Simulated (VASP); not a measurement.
## CsWS3: relaxation of cell and atoms with PBE

Crystal: CsWS3.

```xyz
5
Lattice="4.8470 0.0000 0.0000 0.0000 4.8470 0.0000 0.0000 0.0000 4.8470" Properties=species:S:1:pos:R:3 pbc="T T T"
Cs    2.4235    2.4235    2.4235
W     0.0000    0.0000    0.0000
S     2.4235    0.0000    0.0000
S     0.0000    2.4235    0.0000
S     0.0000    0.0000    2.4235
```

```json
{
  "Program": "VASP 6.6.1",
  "Task": "relaxation of cell and atoms",
  "Functional": "PBE",
  "Potentials or basis": "VASP PAW PBE potentials, release 64 (Cs_sv, W_sv, S)",
  "Cutoff": "600 eV",
  "k mesh": "8 × 8 × 8",
  "Occupations": "gaussian, width 0.1 eV",
  "Spin": "no spin polarisation",
  "Dipole correction": "no",
  "Further INCAR settings": "ALGO = Normal; EDIFF = 1e-07; IBRION = 2; EDIFFG = -0.01; NSW = 100; ISIF = 3"
}
```

```json
{
  "Relaxed volume": "22.62 Å³/atom",
  "Relaxed cell": "a = 4.836 Å, b = 4.836 Å, c = 4.836 Å, α = 90.00°, β = 90.00°, γ = 90.00°",
  "Space group after relaxing (to 0.05 Å)": "Pm-3m (No. 221)",
  "Energy gained by relaxing": "0.3 meV/atom",
  "Ionic steps": "3",
  "Pressure after relaxing": "0.0 GPa"
}
```

The path:
| step | energy change (eV) | largest force (eV/Å) | pressure (GPa) | volume (Å³) |
| --- | --- | --- | --- | --- |
| 1 | 0.0000 | 0.0000 | -0.58 | 113.87 |
| 2 | -0.0005 | 0.0000 | 0.46 | 112.53 |
| 3 | -0.0014 | 0.0000 | 0.00 | 113.11 |

Final structure:
```cif
data_structure
_symmetry_space_group_name_H-M 'P 1'
_symmetry_Int_Tables_number 1
_cell_length_a 4.8362
_cell_length_b 4.8362
_cell_length_c 4.8362
_cell_angle_alpha 90.000
_cell_angle_beta 90.000
_cell_angle_gamma 90.000
_cell_volume 113.11
loop_
_atom_site_label
_atom_site_type_symbol
_atom_site_fract_x
_atom_site_fract_y
_atom_site_fract_z
_atom_site_occupancy
Cs1 Cs 0.50000 0.50000 0.50000 1
W1 W 0.00000 0.00000 0.00000 1
S1 S 0.50000 0.00000 0.00000 1
S2 S 0.00000 0.50000 0.00000 1
S3 S 0.00000 0.00000 0.50000 1
```

Levels at points of the mesh, in eV from the Fermi level:
```tsv
k point	band 16	band 17	band 18	band 19	band 20	band 21	band 22	band 23	band 24
(0.00, 0.00, 0.00)	-1.79	-1.79	-1.77	-1.77	-1.77	-0.84	-0.84	-0.84	0.39
(0.50, 0.00, 0.00)	-3.42	-2.75	-2.41	-1.70	-1.46	-1.46	0.46	1.14	1.14
(0.50, 0.50, 0.00)	-3.89	-3.37	-1.85	-1.85	-0.51	1.01	1.02	1.02	1.29
(0.50, 0.50, 0.50)	-3.98	-3.98	-0.44	-0.44	-0.44	1.70	1.70	1.70	4.86
```

Wall time 4.6 min on 1 thread of Intel(R) Xeon(R) Platinum 8259CL CPU @ 2.50GHz (Skylake/Cascade Lake), with other jobs on the host, peak memory 0.33 GiB.

Caveat: spin-orbit coupling is left out, which moves the levels of the heavy elements.
